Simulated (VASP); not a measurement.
# MgSe (Fm-3m) in VASP: further runs

MgSe is run at these levels: PBE, PBE+D3(BJ); tasks: single point.

All numbers are computed with VASP 6.6.1; they aren't measurements. Logs are shortened: lines on timing, memory, paths and dates and some standing lists are left out, and cuts for length are marked.

## Step 1: The cell of the first run

The structure is cubic, space group Fm-3m (No. 225). The conventional cell has a = 5.467 Å, b = 5.467 Å, c = 5.467 Å, α = 90.00°, β = 90.00°, γ = 90.00°. Within 3.6 Å of Mg (site symmetry m-3m) lie 6 Se at 2.73 Å. Se (site symmetry m-3m) has 6 Mg at 2.73 Å within 3.6 Å.

## Step 2: Single point, PBE

INCAR reads:

```
PREC = Accurate
ENCUT = 600
EDIFF = 1E-6
ISMEAR = 0
SIGMA = 0.1
LREAL = F
LASPH = T
NELM = 120
ALGO = Normal
ISIF = 2
LWAVE = F
LCHARG = F
GGA = PE
ISYM = 0
NBANDS = 11
GGA_COMPAT = F
```

KPOINTS reads:

```
Automatic mesh
0
Gamma
  4 4 3
  0.25 0.25 0.25
```

POSCAR reads:

```
MgSe
1.0
    0.0000000000      2.7337235204      2.7337235204
    2.7337235204      0.0000000000      2.7337235204
    2.7337235204      2.7337235204      0.0000000000
Mg Se
1 1
Direct
    0.0000000000      0.0000000000      0.0000000000
    0.5000000000      0.5000000000      0.5000000000
```

Potentials or basis: VASP PAW PBE potentials, release 64 (Mg, Se).

The run is started by

```sh
$ cat potpaw_PBE.64/Mg/POTCAR potpaw_PBE.64/Se/POTCAR > POTCAR
$ mpirun -np 1 vasp_std > vasp.out
```

OUTCAR:

```text
PREC = Accurate
   ENCUT = 600
   EDIFF = 1E-6
   ISMEAR = 0
   LREAL = F
   LASPH = T
   NELM = 120
   ISIF = 2
   GGA = PE
   ISYM = 0

 ion  position               nearest neighbor table
   1  0.000  0.000  0.000-   2 2.73   2 2.73   2 2.73   2 2.73   2 2.73   2 2.73
   2  0.500  0.500  0.500-   1 2.73   1 2.73   1 2.73   1 2.73   1 2.73   1 2.73

IMPORTANT INFORMATION: All symmetrisations will be switched off!
NOSYMM: (Re-)initialisation of all symmetry stuff for point group C_1.

----------------------------------------------------------------------------------------

                                     Primitive cell

  volume of cell :      40.8596

  direct lattice vectors                    reciprocal lattice vectors
     0.000000000  2.733723520  2.733723520    -0.182900720  0.182900720  0.182900720
     2.733723520  0.000000000  2.733723520     0.182900720 -0.182900720  0.182900720
     2.733723520  2.733723520  0.000000000     0.182900720  0.182900720 -0.182900720

  length of vectors
     3.866068878  3.866068878  3.866068878     0.316793340  0.316793340  0.316793340

  position of ions in fractional coordinates (direct lattice)
     0.000000000  0.000000000  0.000000000
     0.500000000  0.500000000  0.500000000

  ion indices of the primitive-cell ions
   primitive index   ion index
                 1           1
                 2           2

----------------------------------------------------------------------------------------

 KPOINTS: Automatic mesh

Automatic generation of k-mesh.
 Grid dimensions read from file:
 generate k-points for:    4    4    3

 Generating k-lattice:

  Cartesian coordinates                     Fractional coordinates (reciprocal lattice)
    -0.045725180  0.045725180  0.045725180     0.250000000  0.000000000  0.000000000
     0.045725180 -0.045725180  0.045725180     0.000000000  0.250000000  0.000000000
     0.060966907  0.060966907 -0.060966907     0.000000000  0.000000000  0.333333333

  Length of vectors
     0.079198335  0.079198335  0.105597780

  Shift w.r.t. Gamma in fractional coordinates (k-lattice)
     0.250000000  0.250000000  0.250000000

 -----------------------------------------------------------------------------
|                                                                             |
|           W    W    AA    RRRRR   N    N  II  N    N   GGGG   !!!           |
|           W    W   A  A   R    R  NN   N  II  NN   N  G    G  !!!           |
|           W    W  A    A  R    R  N N  N  II  N N  N  G       !!!           |
|           W WW W  AAAAAA  RRRRR   N  N N  II  N  N N  G  GGG   !            |
|           WW  WW  A    A  R   R   N   NN  II  N   NN  G    G                |
|           W    W  A    A  R    R  N    N  II  N    N   GGGG   !!!           |
|                                                                             |
|     Your reciprocal lattice and k-lattice belong to different lattice       |
|     classes:                                                                |
|                                                                             |
|        The reciprocal lattice is body-centered cubic,                       |
|        whereas your k-lattice is base-centered monoclinic.                  |
|                                                                             |
|     Results are often still useful ...                                      |
|                                                                             |
 -----------------------------------------------------------------------------

 WARNING: IBZKPT: internal override: KBLOWUP is changed to .FALSE.
      ... skipping the blow-up phase ...

 Subroutine IBZKPT returns following result:
 ===========================================

 Found     48 irreducible k-points:

 Following reciprocal coordinates:
            Coordinates               Weight
  0.062500  0.062500  0.083333      1.000000
  0.312500  0.062500  0.083333      1.000000
 -0.437500  0.062500  0.083333      1.000000
 -0.187500  0.062500  0.083333      1.000000
  0.062500  0.312500  0.083333      1.000000
  0.312500  0.312500  0.083333      1.000000
[... 16 lines left out ...]
 -0.437500  0.312500  0.416667      1.000000
 -0.187500  0.312500  0.416667      1.000000
 [... further k-points ...]
   k-points           NKPTS =     48   k-points in BZ     NKDIM =     48   number of bands    NBANDS=     11
   number of dos      NEDOS =    301   number of ions     NIONS =      2
   total plane-waves  NPLWV =  32768
   dimension x,y,z NGX =    32 NGY =   32 NGZ =   32
   dimension x,y,z NGXF=    64 NGYF=   64 NGZF=   64
   ions per type =               1   1
   NGX,Y,Z   is equivalent  to a cutoff of  13.76, 13.76, 13.76 a.u.
   NGXF,Y,Z  is equivalent  to a cutoff of  27.52, 27.52, 27.52 a.u.
 SYSTEM =  unknown system
   PREC   = accura    normal or accurate (medium, high low for compatibility)
   ISTART =      0    job   : 0-new  1-cont  2-samecut
   ICHARG =      2    charge: 1-file 2-atom 10-const
   ISPIN  =      1    spin polarized calculation?
   LNONCOLLINEAR =      F non collinear calculations
   LSORBIT =      F    spin-orbit coupling
   LASPH  =      T    aspherical Exc in radial PAW
   ENCUT  =  600.0 eV  44.10 Ry    6.64 a.u.   7.72  7.72  7.72*2*pi/ulx,y,z
   NELM   =    120;   NELMIN=  2; NELMDL= -5     # of ELM steps
   EDIFF  = 0.1E-05   stopping-criterion for ELM
   LREAL  =      F    real-space projection
   EDIFFG = 0.1E-04   stopping-criterion for IOM
   NSW    =      0    number of steps for IOM
   IBRION =     -1    ionic relax: 0-MD 1-quasi-New 2-CG
   NFREE  =      0    steps in history (QN), initial steepest desc. (CG)
   ISIF   =      2    stress and relaxation
   ISYM   =      0    0-nonsym 1-usesym 2-fastsym
   POTIM  = 0.5000    time-step for ionic-motion
   TEBEG  =    0.0;   TEEND  =   0.0 temperature during run
   PSTRESS=    0.0 pullay stress
   NELECT =       8.0000    total number of electrons
   NUPDOWN=      -1.0000    fix difference up-down
   EMIN   =  10.00;   EMAX   =-10.00  energy-range for DOS
   EFERMI =   0.00;   METHOD = LEGACY
   ISMEAR =     0;   SIGMA  =   0.10  broadening in eV -4-tet -1-fermi 0-gaus
   EFERMI_NEDOS =   21; number of points for ismear=-14 and -15
   IALGO  =     38    algorithm
   IMIX   =      4    mixing-type and parameters
     AMIX     =   0.40;   BMIX     =  1.00
     AMIX_MAG =   1.60;   BMIX_MAG =  1.00
  volume/ion in A,a.u.               =      20.43       137.87
  Fermi-wavevector in a.u.,A,eV,Ry     =   0.950620  1.796411 12.295288  0.903678
  Thomas-Fermi vector in A             =   2.079014
   LORBIT       =      0    0 simple, 1 ext, 2 COOP (PROOUT), +10 PAW based schemes
   GGA     = PE    functional components
   LHFCALC =     F    Hartree Fock is set to
   AEXX    =    0.0000 exact exchange contribution
   IVDW    =     0    specifies the selected vdW correction
   LEPSILON=     F    determine dielectric tensor
   LRPA    =     F    only Hartree local field effects (RPA)
 non-spin polarized calculation
 Gauss-broadening in eV      SIGMA  =   0.10
  energy-cutoff  :      600.00
  volume of cell :       40.86
 maximum number of plane-waves:      1383
   NGX = 15   NGY = 15   NGZ = 15

 number of electron       8.0000000 magnetization

 Free energy of the ion-electron system (eV)
  ---------------------------------------------------
  ext. energy  EPLUGINS =         0.00000000
  ---------------------------------------------------
  free energy    TOTEN  =        -7.47837751 eV

  energy without entropy =       -7.47837751  energy(sigma->0) =       -7.47837751

 E-fermi :   3.5626     XC(G=0):  -9.4518

 val. band max:        3.1413809487   @ k =   0.0625   0.0625   0.0833
 cond. band min:       5.2126877302   @ k =  -0.4375  -0.4375   0.0833
 fundamental gap:      2.0713067815
 Fermi energy:         3.5625914588

 k-point     1 :       0.0625    0.0625    0.0833
  band No.  band energies     occupation
      1      -9.6946      2.00000
      2       2.6601      2.00000
      3       3.0862      2.00000
      4       3.1414      2.00000
      5       6.1310      0.00000
      6      10.3794      0.00000
      7      10.6514      0.00000
      8      10.7085      0.00000
      9      12.3858      0.00000
     10      12.7055      0.00000
     11      14.2140      0.00000

 k-point     2 :       0.3125    0.0625    0.0833
  band No.  band energies     occupation
      1      -9.1760      2.00000
      2      -0.0159      2.00000
      3       2.4150      2.00000
      4       2.9009      2.00000
      5       7.5742      0.00000
      6       9.8234      0.00000
      7      10.1714      0.00000
      8      10.6967      0.00000
      9      12.3211      0.00000
     10      13.6005      0.00000
     11      13.9540      0.00000

 k-point     3 :      -0.4375    0.0625    0.0833
  band No.  band energies     occupation
      1      -8.6179      2.00000
      2      -1.6771      2.00000
      3       2.2756      2.00000
      4       2.5058      2.00000
      5       7.3076      0.00000
      6       8.8568      0.00000
      7       9.4382      0.00000
      8      12.2496      0.00000
      9      14.1347      0.00000
     10      16.0710      0.00000
     11      16.7463      0.00000

 k-point     4 :      -0.1875    0.0625    0.0833
  band No.  band energies     occupation
      1      -9.2677      2.00000
      2       0.3392      2.00000
      3       2.6006      2.00000
      4       2.8153      2.00000
      5       7.5460      0.00000
      6       9.7908      0.00000
      7      10.2572      0.00000
      8      10.6768      0.00000
      9      12.3144      0.00000
     10      13.3792      0.00000
     11      13.7227      0.00000

 k-point     5 :       0.0625    0.3125    0.0833
  band No.  band energies     occupation
      1      -9.1760      2.00000
      2      -0.0159      2.00000
      3       2.4150      2.00000
      4       2.9009      2.00000
      5       7.5742      0.00000
      6       9.8234      0.00000
      7      10.1714      0.00000
      8      10.6967      0.00000
      9      12.3211      0.00000
     10      13.6005      0.00000
     11      13.9540      0.00000
[... 211 lines left out ...]
 k-point    21 :       0.0625    0.3125    0.4167
  band No.  band energies     occupation
      1      -8.7007      2.00000
      2      -0.4680      2.00000
      3       1.4635      2.00000
      4       1.7658      2.00000
      5       6.4773      0.00000
      6       8.1749      0.00000
      7      11.2679      0.00000
      8      12.8916      0.00000
      9      13.9577      0.00000
     10      16.1825      0.00000
     11      17.7056      0.00000

 k-point    22 :       0.3125    0.3125    0.4167
  band No.  band energies     occupation
      1      -8.8702      2.00000
      2      -0.8933      2.00000
      3       2.0012      2.00000
      4       2.7394      2.00000
      5       7.7405      0.00000
      6       9.2165      0.00000
      7       9.6615      0.00000
      8      11.6308      0.00000
      9      13.2867      0.00000
     10      13.7008      0.00000
     11      15.8332      0.00000

 k-point    23 :      -0.4375    0.3125    0.4167
  band No.  band energies     occupation
      1      -8.5254      2.00000
      2      -1.1096      2.00000
      3       0.9278      2.00000
      4       2.0687      2.00000
      5       7.9491      0.00000
      6       8.6369      0.00000
      7      10.7928      0.00000
      8      11.7625      0.00000
      9      14.3602      0.00000
     10      15.0006      0.00000
     11      16.3514      0.00000

 k-point    24 :      -0.1875    0.3125    0.4167
  band No.  band energies     occupation
      1      -8.3274      2.00000
      2      -0.7261      2.00000
      3       0.4393      2.00000
      4       1.2162      2.00000
      5       6.3823      0.00000
      6       8.7744      0.00000
      7      11.5828      0.00000
      8      13.1253      0.00000
      9      14.9686      0.00000
     10      16.8459      0.00000
     11      18.1514      0.00000

 [... further k-points ...]
[... 5 lines left out ...]
  --------------------------------------------------------------------------------------
  -------------------------------------------------------------------------------------
  Total        0.3915977      0.3915938      0.2274881     -0.0352878     -0.0251355     -0.0251377
  in kB       15.3552502     15.3550996      8.9202194     -1.3836964     -0.9856091     -0.9856963
  external PRESSURE =      13.2101897 kB  Pullay stress =       0.0000000 kB

 VOLUME and BASIS-vectors are now :
 -----------------------------------------------------------------------------
  energy-cutoff  :      600.00
  volume of cell :       40.86
      direct lattice vectors                 reciprocal lattice vectors
     0.000000000  2.733723520  2.733723520    -0.182900720  0.182900720  0.182900720
     2.733723520  0.000000000  2.733723520     0.182900720 -0.182900720  0.182900720
     2.733723520  2.733723520  0.000000000     0.182900720  0.182900720 -0.182900720

 POSITION                                       TOTAL-FORCE (eV/Angst)
 -----------------------------------------------------------------------------------
      0.00000      0.00000      0.00000        -0.000000     -0.000000      0.000000
      2.73372      2.73372      2.73372         0.000000      0.000000     -0.000000
 -----------------------------------------------------------------------------------
    total drift:                                0.000000     -0.000000      0.000001

  FREE ENERGIE OF THE ION-ELECTRON SYSTEM (eV)
  ---------------------------------------------------
  free  energy   TOTEN  =        -7.4783775122 eV

  energy  without entropy=       -7.4783775122  energy(sigma->0) =       -7.47837751
```

Wall time 29 s (1 thread of Intel Xeon 8259CL, shared host); peak memory 0.19 GiB.

Results:

- Free energy: -7.4784 eV
- Pressure: 1.3 GPa
- Band gap on the k mesh: 2.07 eV, indirect (least direct gap 2.99 eV)

Caveat: the k points lie up to 0.66 Å⁻¹ apart.

## Step 3: Single point, PBE, non-collinear spin, zero start, spin-orbit coupling

INCAR reads:

```
SYSTEM = MgSe
PREC = Accurate
ENCUT = 600
EDIFF = 1E-6
ISMEAR = -4
SIGMA = 0.1
LREAL = .False.
LASPH = .True.
NELM = 200
ALGO = Normal
ISIF = 2
LWAVE = .False.
LCHARG = .False.
MAGMOM = 0 0 0 0 0 0
LORBIT = 11
LSORBIT = .True.
GGA_COMPAT = .False.
LORBMOM = .True.
GGA = PE
NBANDS = 20
```

KPOINTS reads:

```
regular mesh
0
Gamma
  4 4 4
  0 0 0
```

POSCAR is that of step 2.

Potentials or basis: VASP PAW PBE potentials, release 64 (Mg, Se).

The run is started by

```sh
$ cat potpaw_PBE.64/Mg/POTCAR potpaw_PBE.64/Se/POTCAR > POTCAR
$ mpirun -np 1 vasp_ncl > vasp.out
```

It took 39 s on 1 thread of Intel Xeon 8259CL, shared host; peak memory 0.3 GiB.

Results (log left out):

| Property | Result |
| --- | --- |
| Free energy | -7.4350 eV |
| Pressure | 1.7 GPa |
| Net moment | 0.00 μB per cell |
| Valence electrons inside the program's atomic spheres | Mg 0.29; Se 3.96 |

Moments on the atoms (μB; x, y, z):
```
Mg  0.00 0.00 0.00
Se  0.00 0.00 0.00
```

Caveat: the k points lie up to 0.50 Å⁻¹ apart.

## Step 4: Single point, PBE+D3(BJ)

INCAR reads:

```
ALGO = Normal
EDIFF = 1E-6
ENCUT = 600
GGA = PE
GGA_COMPAT = F
ISIF = 2
ISMEAR = -5
IVDW = 12
LASPH = T
LCHARG = F
LREAL = F
LWAVE = F
NBANDS = 11
NELM = 120
PREC = Accurate
SIGMA = 0.1
```

KPOINTS reads:

```
k-points
0
Gamma
  4 4 4
```

POSCAR is that of step 3.

The run is started by

```sh
$ cat potpaw_PBE.64/Mg/POTCAR potpaw_PBE.64/Se/POTCAR > POTCAR
$ mpirun -np 1 vasp_std > vasp.out
```

It took 9.3 s on 1 thread of Intel Xeon Platinum 8375C at 2.90GHz (Ice Lake), shared host; peak memory 0.18 GiB.

Results (log left out):

- Free energy: -8.1571 eV
- Pressure: -1.2 GPa
- Band gap on the k mesh: 1.75 eV, indirect (least direct gap 2.52 eV)
- Dispersion energy per atom: -0.370 eV

Levels at points of the mesh, in eV from the valence-band top:
| k point | band 2 | band 3 | band 4 | band 5 | band 6 | band 7 |
| --- | --- | --- | --- | --- | --- | --- |
| (0.00, 0.00, 0.00) | 0.00 | 0.00 | 0.00 | 2.52 | 7.39 | 7.39 |
| (0.50, 0.00, 0.00) | -4.92 | -0.57 | -0.57 | 3.80 | 6.06 | 6.06 |
| (0.50, 0.50, 0.00) | -4.23 | -1.77 | -1.77 | 1.75 | 3.96 | 11.66 |

Caveat: the k points lie up to 0.50 Å⁻¹ apart. A k mesh can miss the band edges.

[end of part 1 of 2]
